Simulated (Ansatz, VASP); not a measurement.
## Two plane-wave programs on C8N

Contents of INCAR:

```
PREC = Accurate
ENCUT = 520
EDIFF = 1E-6
ISMEAR = 0
SIGMA = 0.05
LREAL = Auto
LASPH = T
NELM = 60
ALGO = Normal
ISIF = 2
LWAVE = F
LCHARG = F
LDIPOL = T
IDIPOL = 3
DIPOL = 0.5 0.5 0.311
GGA = PE
IVDW = 12
NBANDS = 52
```

KPOINTS

```
Automatic mesh
0
Gamma
  6 6 1
```

File POSCAR:

```
C8N
1.0
    4.9298867130      0.0000000000      0.0000000000
   -0.0081547558      4.4132984516      0.0000000000
    0.0000000000      0.0000000000     23.6150337471
C N
16 2
Direct
    0.3745684085      0.7405378974      0.1693836241
    0.8745684085      0.7405378974      0.1693836241
    0.1243974091      0.6365956441      0.1924179608
    0.6243974091      0.6365956441      0.1924179608
    0.1240513173      0.4291046681      0.2385492690
    0.6240513173      0.4291046681      0.2385492690
    0.3738803179      0.3251624149      0.2615836057
    0.8738803179      0.3251624149      0.2615836057
    0.3735338584      0.1126520408      0.3077166148
    0.8735338584      0.1126520408      0.3077166148
    0.1233638388      0.0072945126      0.3296949545
    0.6233638388      0.0072945126      0.3296949545
    0.1229920122      0.7810454900      0.3756054437
    0.6229920122      0.7810454900      0.3756054437
    0.3728273188      0.6826774530      0.3944535437
    0.8728273188      0.6826774530      0.3944535437
    0.6228273188      1.1826774530      0.5087874900
    0.6228273188      1.1826774530      0.5553679867
```

Input for Ansatz:

```yaml
crystal:
  lattice:
    - [4.929886713, 0.0, 0.0]
    - [-0.0081547558, 4.4132984516, 0.0]
    - [0.0, 0.0, 23.6150337471]
  atoms:
    - { symbol: C, position: [0.3745684085, 0.7405378974, 0.1693836241] }
    - { symbol: C, position: [0.8745684085, 0.7405378974, 0.1693836241] }
    - { symbol: C, position: [0.1243974091, 0.6365956441, 0.1924179608] }
    - { symbol: C, position: [0.6243974091, 0.6365956441, 0.1924179608] }
    - { symbol: C, position: [0.1240513173, 0.4291046681, 0.238549269] }
    - { symbol: C, position: [0.6240513173, 0.4291046681, 0.238549269] }
    - { symbol: C, position: [0.3738803179, 0.3251624149, 0.2615836057] }
    - { symbol: C, position: [0.8738803179, 0.3251624149, 0.2615836057] }
    - { symbol: C, position: [0.3735338584, 0.1126520408, 0.3077166148] }
    - { symbol: C, position: [0.8735338584, 0.1126520408, 0.3077166148] }
    - { symbol: C, position: [0.1233638388, 0.0072945126, 0.3296949545] }
    - { symbol: C, position: [0.6233638388, 0.0072945126, 0.3296949545] }
    - { symbol: C, position: [0.1229920122, 0.78104549, 0.3756054437] }
    - { symbol: C, position: [0.6229920122, 0.78104549, 0.3756054437] }
    - { symbol: C, position: [0.3728273188, 0.682677453, 0.3944535437] }
    - { symbol: C, position: [0.8728273188, 0.682677453, 0.3944535437] }
    - { symbol: "N", position: [0.6228273188, 1.182677453, 0.50878749] }
    - { symbol: "N", position: [0.6228273188, 1.182677453, 0.5553679867] }
basis:
  ecutwfc: 420
kpoints:
  mp_grid: { grid: [6, 6, 1] }
hamiltonian:
  xc: pbe
  pseudopotentials: { kind: paw, azcp: { folder: soft_1 } }
  dispersion: d3bj
scf:
  occupations: { method: gaussian, width: 0.05 }
output:
  forces: true
  eigenvalues: true
efield:
  axis: 3
  dipole_correction: true
  ramp_width: 0.04
```

Alike in both runs: task single point; functional PBE; dispersion D3(BJ); k mesh 6 × 6 × 1; occupations gaussian, width 0.05 eV; no spin polarisation.

```csv
,VASP,Ansatz
version,VASP 6.6.1,Ansatz 0.2.0
potentials or method,"VASP PAW PBE potentials, release 64 (C, N), cutoff 520 eV","scalar-relativistic, plane waves, PAW"
valence electrons in the cell,74,74
```

```tsv
	VASP	Ansatz	Ansatz less VASP
gap on the k mesh at the Fermi level (eV)	none	none	-
rms of the force components (eV/Å)	0.834	0.734	-0.0999
```

Atom by atom the forces differ by 0.346 eV/Å (rms over components). A gap of «none» marks a metal or a gap that the smearing closes.

Noted on VASP's run: the standard files for N, O and F lose accuracy on very short bonds.
